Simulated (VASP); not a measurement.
# As (R-3m) in VASP: further runs

As is run at these levels: PBE; tasks: single point, relaxation of cell and atoms.

All numbers are computed with VASP 6.6.1; they aren't measurements. Logs are shortened: lines on timing, memory, paths and dates and some standing lists are left out, and cuts for length are marked.

## 1. The cell of the first run

It takes space group R-3m (No. 166, trigonal). The conventional cell has a = 3.822 Å, b = 3.822 Å, c = 10.613 Å, α = 90.00°, β = 90.00°, γ = 120.00°. Within 3.4 Å of As (site symmetry 3m) lie 6 As at 2.55 to 3.16 Å.

## 2. Single point, PBE

Input file INCAR:

```
SYSTEM = As
ALGO = Normal
EDIFF = 1E-6
ENCUT = 520
GGA = PE
ISIF = 2
ISMEAR = 0
LASPH = .TRUE.
LCHARG = .FALSE.
LREAL = .FALSE.
LWAVE = .FALSE.
NBANDS = 12
NELM = 100
PREC = Accurate
SIGMA = 0.1
```

Input file KPOINTS:

```
k-points
0
G
  6 6 6
  0 0 0
```

Input file POSCAR:

```
As
1.0
    1.9110673473      1.1033552474      3.5377513800
   -1.9110673473      1.1033552474      3.5377513800
    0.0000000000     -2.2067104948      3.5377513800
As
2
Direct
    0.2265848970      0.2265848970      0.2265848970
    0.7734151030      0.7734151030      0.7734151030
```

Potentials or basis: VASP PAW PBE potentials, release 64 (As).

Launch:

```sh
$ cat potpaw_PBE.64/As/POTCAR > POTCAR
$ mpirun -np 1 vasp_std > vasp.out
```

OUTCAR:

```text
SYSTEM = As
   EDIFF = 1E-6
   ENCUT = 520
   GGA = PE
   ISIF = 2
   ISMEAR = 0
   LASPH = .TRUE.
   LREAL = .FALSE.
   NELM = 100
   PREC = Accurate

 ion  position               nearest neighbor table
   1  0.227  0.227  0.227-   2 2.55   2 2.55   2 2.55
   2  0.773  0.773  0.773-   1 2.55   1 2.55   1 2.55

  LATTYP: Found a trigonal (rhomboedric) cell.
 ALAT       =     4.1695630508
 COS(alpha) =     0.5798533656

  Lattice vectors:

 A1 = (   1.9110673473,   1.1033552474,   3.5377513800)
 A2 = (  -1.9110673473,   1.1033552474,   3.5377513800)
 A3 = (   0.0000000000,  -2.2067104948,   3.5377513800)

Analysis of symmetry for initial positions (statically):
=====================================================================
 Subroutine PRICEL returns:
 Original cell was already a primitive cell.

 Routine SETGRP: Setting up the symmetry group for a
 trigonal (rhombohedral) supercell.

 Subroutine GETGRP returns: Found 12 space group operations
 (whereof 12 operations were pure point group operations)
 out of a pool of 12 trial point group operations.

The static configuration has the point symmetry D_3d.

Analysis of symmetry for dynamics (positions and initial velocities):
=====================================================================
 Subroutine PRICEL returns:
 Original cell was already a primitive cell.

 Routine SETGRP: Setting up the symmetry group for a
 trigonal (rhombohedral) supercell.

 Subroutine GETGRP returns: Found 12 space group operations
 (whereof 12 operations were pure point group operations)
 out of a pool of 12 trial point group operations.

The dynamic configuration has the point symmetry D_3d.

 Subroutine INISYM returns: Found 12 space group operations
 (whereof 12 operations are pure point group operations),
 and found     1 'primitive' translations

----------------------------------------------------------------------------------------

                                     Primitive cell

  volume of cell :      44.7579

  direct lattice vectors                    reciprocal lattice vectors
     1.911067347  1.103355247  3.537751380     0.261633898  0.151054402  0.094221809
    -1.911067347  1.103355247  3.537751380    -0.261633898  0.151054402  0.094221809
     0.000000000 -2.206710495  3.537751380     0.000000000 -0.302108803  0.094221809

  length of vectors
     4.169563051  4.169563051  4.169563051     0.316460864  0.316460864  0.316460864

  position of ions in fractional coordinates (direct lattice)
     0.226584897  0.226584897  0.226584897
     0.773415103  0.773415103  0.773415103

  ion indices of the primitive-cell ions
   primitive index   ion index
                 1           1
                 2           2

----------------------------------------------------------------------------------------

 KPOINTS: k-points

Automatic generation of k-mesh.
 Grid dimensions read from file:
 generate k-points for:    6    6    6

 Generating k-lattice:

  Cartesian coordinates                     Fractional coordinates (reciprocal lattice)
     0.043605650  0.025175734  0.015703635     0.166666667  0.000000000 -0.000000000
    -0.043605650  0.025175734  0.015703635     0.000000000  0.166666667 -0.000000000
     0.000000000 -0.050351467  0.015703635    -0.000000000 -0.000000000  0.166666667

  Length of vectors
     0.052743477  0.052743477  0.052743477

  Shift w.r.t. Gamma in fractional coordinates (k-lattice)
     0.000000000  0.000000000  0.000000000

 Subroutine IBZKPT returns following result:
 ===========================================

 Found     32 irreducible k-points:

 Following reciprocal coordinates:
            Coordinates               Weight
  0.000000  0.000000  0.000000      1.000000
  0.166667  0.000000  0.000000      6.000000
  0.333333  0.000000  0.000000      6.000000
  0.500000  0.000000  0.000000      3.000000
  0.166667  0.166667  0.000000      6.000000
  0.333333  0.166667  0.000000     12.000000
[... 16 lines left out ...]
  0.500000  0.500000  0.166667      6.000000
 -0.333333  0.500000  0.166667     12.000000
 [... further k-points ...]
   k-points           NKPTS =     32   k-points in BZ     NKDIM =     32   number of bands    NBANDS=     12
   number of dos      NEDOS =    301   number of ions     NIONS =      2
   total plane-waves  NPLWV =  32768
   dimension x,y,z NGX =    32 NGY =   32 NGZ =   32
   dimension x,y,z NGXF=    64 NGYF=   64 NGZF=   64
   ions per type =               2
   NGX,Y,Z   is equivalent  to a cutoff of  12.76, 12.76, 12.76 a.u.
   NGXF,Y,Z  is equivalent  to a cutoff of  25.52, 25.52, 25.52 a.u.
 SYSTEM =  As
   PREC   = accura    normal or accurate (medium, high low for compatibility)
   ISTART =      0    job   : 0-new  1-cont  2-samecut
   ICHARG =      2    charge: 1-file 2-atom 10-const
   ISPIN  =      1    spin polarized calculation?
   LNONCOLLINEAR =      F non collinear calculations
   LSORBIT =      F    spin-orbit coupling
   LASPH  =      T    aspherical Exc in radial PAW
   ENCUT  =  520.0 eV  38.22 Ry    6.18 a.u.   7.75  7.75  7.75*2*pi/ulx,y,z
   NELM   =    100;   NELMIN=  2; NELMDL= -5     # of ELM steps
   EDIFF  = 0.1E-05   stopping-criterion for ELM
   LREAL  =      F    real-space projection
   EDIFFG = 0.1E-04   stopping-criterion for IOM
   NSW    =      0    number of steps for IOM
   IBRION =     -1    ionic relax: 0-MD 1-quasi-New 2-CG
   NFREE  =      0    steps in history (QN), initial steepest desc. (CG)
   ISIF   =      2    stress and relaxation
   ISYM   =      2    0-nonsym 1-usesym 2-fastsym
   POTIM  = 0.5000    time-step for ionic-motion
   TEBEG  =    0.0;   TEEND  =   0.0 temperature during run
   PSTRESS=    0.0 pullay stress
   NELECT =      10.0000    total number of electrons
   NUPDOWN=      -1.0000    fix difference up-down
   EMIN   =  10.00;   EMAX   =-10.00  energy-range for DOS
   EFERMI =   0.00;   METHOD = LEGACY
   ISMEAR =     0;   SIGMA  =   0.10  broadening in eV -4-tet -1-fermi 0-gaus
   EFERMI_NEDOS =   21; number of points for ismear=-14 and -15
   IALGO  =     38    algorithm
   IMIX   =      4    mixing-type and parameters
     AMIX     =   0.40;   BMIX     =  1.00
     AMIX_MAG =   1.60;   BMIX_MAG =  1.00
  volume/ion in A,a.u.               =      22.38       151.02
  Fermi-wavevector in a.u.,A,eV,Ry     =   0.993386  1.877228 13.426453  0.986816
  Thomas-Fermi vector in A             =   2.125265
   LORBIT       =      0    0 simple, 1 ext, 2 COOP (PROOUT), +10 PAW based schemes
   GGA     = PE    functional components
   LHFCALC =     F    Hartree Fock is set to
   AEXX    =    0.0000 exact exchange contribution
   IVDW    =     0    specifies the selected vdW correction
   LEPSILON=     F    determine dielectric tensor
   LRPA    =     F    only Hartree local field effects (RPA)
 non-spin polarized calculation
 Gauss-broadening in eV      SIGMA  =   0.10
  energy-cutoff  :      520.00
  volume of cell :       44.76
 maximum number of plane-waves:      1224
   NGX = 15   NGY = 15   NGZ = 15

 number of electron      10.0000000 magnetization

 Free energy of the ion-electron system (eV)
  ---------------------------------------------------
  ext. energy  EPLUGINS =         0.00000000
  ---------------------------------------------------
  free energy    TOTEN  =        -9.38092124 eV

  energy without entropy =       -9.37935209  energy(sigma->0) =       -9.38013667

 E-fermi :   4.9627     XC(G=0):  -9.8059

 val. band max:        4.9626593498   @ k =   0.3333   0.1667   0.1667
 cond. band min:       5.4861104147   @ k =   0.5000   0.0000   0.0000
 fundamental gap:      0.5234510648
 Fermi energy:         4.9626830192

 k-point     1 :       0.0000    0.0000    0.0000
  band No.  band energies     occupation
      1      -9.6580      2.00000
      2      -0.9466      2.00000
      3       2.7106      2.00000
      4       3.0679      2.00000
      5       3.0679      2.00000
      6       6.6880      0.00000
      7       7.8891      0.00000
      8       7.8891      0.00000
      9      11.8618      0.00000
     10      11.8618      0.00000
     11      12.2963      0.00000
     12      13.7296      0.00000

 k-point     2 :       0.1667    0.0000    0.0000
  band No.  band energies     occupation
      1      -9.3033      2.00000
      2      -2.0298      2.00000
      3       2.5823      2.00000
      4       2.8427      2.00000
      5       3.2419      2.00000
      6       6.7761      0.00000
      7       7.4017      0.00000
      8       7.5600      0.00000
      9      10.7556      0.00000
     10      11.5156      0.00000
     11      11.9429      0.00000
     12      15.5196      0.00000

 k-point     3 :       0.3333    0.0000    0.0000
  band No.  band energies     occupation
      1      -8.2721      2.00000
      2      -4.2002      2.00000
      3       2.3700      2.00000
      4       2.4802      2.00000
      5       3.9318      2.00000
      6       5.6063      0.00000
      7       6.2783      0.00000
      8       6.7662      0.00000
      9      11.8683      0.00000
     10      12.8261      0.00000
     11      13.8883      0.00000
     12      17.1061      0.00000
[... 286 lines left out ...]
 k-point    23 :       0.5000    0.5000    0.1667
  band No.  band energies     occupation
      1      -7.5419      2.00000
      2      -4.2905      2.00000
      3      -0.7275      2.00000
      4       1.4183      2.00000
      5       2.0641      2.00000
      6       7.2633      0.00000
      7       9.2580      0.00000
      8      10.8434      0.00000
      9      11.2986      0.00000
     10      15.7792      0.00000
     11      16.3405      0.00000
     12      16.7003      0.00000

 k-point    24 :      -0.3333    0.5000    0.1667
  band No.  band energies     occupation
      1      -6.8135      2.00000
      2      -5.0468      2.00000
      3      -0.7626      2.00000
      4       0.1909      2.00000
      5       2.9271      2.00000
      6       7.2231      0.00000
      7       8.8916      0.00000
      8      11.2614      0.00000
      9      11.5568      0.00000
     10      13.5799      0.00000
     11      16.6076      0.00000
     12      17.5960      0.00000

 [... further k-points ...]

------------------------ aborting loop because EDIFF is reached ----------------------------------------

  FORCE on cell =-STRESS in cart. coord.  units (eV):
  Direction    XX          YY          ZZ          XY          YZ          ZX
  --------------------------------------------------------------------------------------
  -------------------------------------------------------------------------------------
  Total        0.1068517      0.1068517      0.1159166      0.0000000      0.0000000      0.0000000
  in kB        3.8249173      3.8249173      4.1494089      0.0000000      0.0000000      0.0000000
  external PRESSURE =       3.9330812 kB  Pullay stress =       0.0000000 kB

 VOLUME and BASIS-vectors are now :
 -----------------------------------------------------------------------------
  energy-cutoff  :      520.00
  volume of cell :       44.76
      direct lattice vectors                 reciprocal lattice vectors
     1.911067347  1.103355247  3.537751380     0.261633898  0.151054402  0.094221809
    -1.911067347  1.103355247  3.537751380    -0.261633898  0.151054402  0.094221809
     0.000000000 -2.206710495  3.537751380     0.000000000 -0.302108803  0.094221809

 POSITION                                       TOTAL-FORCE (eV/Angst)
 -----------------------------------------------------------------------------------
      0.00000      0.00000      2.40480         0.000000      0.000000      0.046820
      0.00000      0.00000      8.20845         0.000000      0.000000     -0.046820
 -----------------------------------------------------------------------------------
    total drift:                                0.000000      0.000000     -0.000000

  FREE ENERGIE OF THE ION-ELECTRON SYSTEM (eV)
  ---------------------------------------------------
  free  energy   TOTEN  =        -9.3809212433 eV

  energy  without entropy=       -9.3793520921  energy(sigma->0) =       -9.38013667
```

It took 15 s on 1 thread of Intel Xeon 8259CL, shared host; peak memory 0.17 GiB.

Results:

| Item | Value |
| --- | --- |
| Free energy | -9.3809 eV |
| Pressure | 0.4 GPa |
| Largest force | 0.047 eV/Å |
| Band gap on the k mesh | zero (bands 5 and 6 overlap by 0.25 eV) |

Forces on the atoms (eV/Å):
```
As   0.000  0.000  0.047
As   0.000  0.000 -0.047
```

Levels at points of the mesh, in eV from the Fermi level:
```tsv
k point	band 1	band 2	band 3	band 4	band 5	band 6	band 7	band 8	band 9	band 10
(0.00, 0.00, 0.00)	-14.62	-5.91	-2.25	-1.89	-1.89	1.73	2.93	2.93	6.90	6.90
(0.50, 0.00, 0.00)	-12.02	-10.85	-2.63	-2.56	-0.32	-0.25	0.52	1.44	9.05	9.26
(0.50, 0.50, 0.00)	-12.00	-9.53	-5.71	-3.93	-3.90	1.66	5.33	6.74	7.07	10.57
(0.50, 0.50, 0.50)	-13.37	-9.75	-1.63	-1.63	-0.67	0.82	0.82	1.74	8.08	10.42
```

(Continued in part 2 of 2.)
